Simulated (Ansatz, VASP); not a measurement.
**Ge2Sb2Se in VASP and in Ansatz**

```xyz
5
Lattice="4.4172 0.0000 0.0000 -2.2086 3.8254 0.0000 0.0000 0.0000 7.9582" Properties=species:S:1:pos:R:3 pbc="T T T"
Ge    0.0000    0.0000    2.2246
Ge    0.0000    0.0000    5.7336
Sb    0.0000    2.5503    1.5647
Sb    2.2086    1.2751    6.3935
Se    0.0000    0.0000    3.9791
```

Alike in both runs: task relaxation of cell and atoms; functional PBE; k mesh 6 × 6 × 2; occupations gaussian, width 0.1 eV; no spin polarisation.

|  | VASP | Ansatz |
| --- | --- | --- |
| version | VASP 6.6.1 | Ansatz 0.2.0 |
| potentials or method | VASP PAW PBE potentials, release 64 (Ge_d, Sb, Se), cutoff 600 eV | scalar-relativistic, plane waves, PAW |
| valence electrons in the cell | 44 | 74 |

VASP gave:

| Property | Result |
| --- | --- |
| gap on the k mesh at the Fermi level, each at its own relaxed structure (eV) | none |
| relaxed volume (Å³/atom) | 30.48 |
| relaxed cell length with the largest relative difference (Å) | 4.307 |

Question: What did Ansatz give for the same quantities?

Answer: gap on the k mesh at the Fermi level, each at its own relaxed structure (eV): none; relaxed volume (Å³/atom): 30.44; relaxed cell length with the largest relative difference (Å): 4.302.

A gap of «none» marks a metal or a gap that the smearing closes. VASP's potentials hold 44 valence electrons a cell and Ansatz's 74, so a difference there can come from the potentials and not from the codes.

The k mesh is coarse, so the values compare programs but aren't converged. Neither program's run includes spin-orbit coupling.
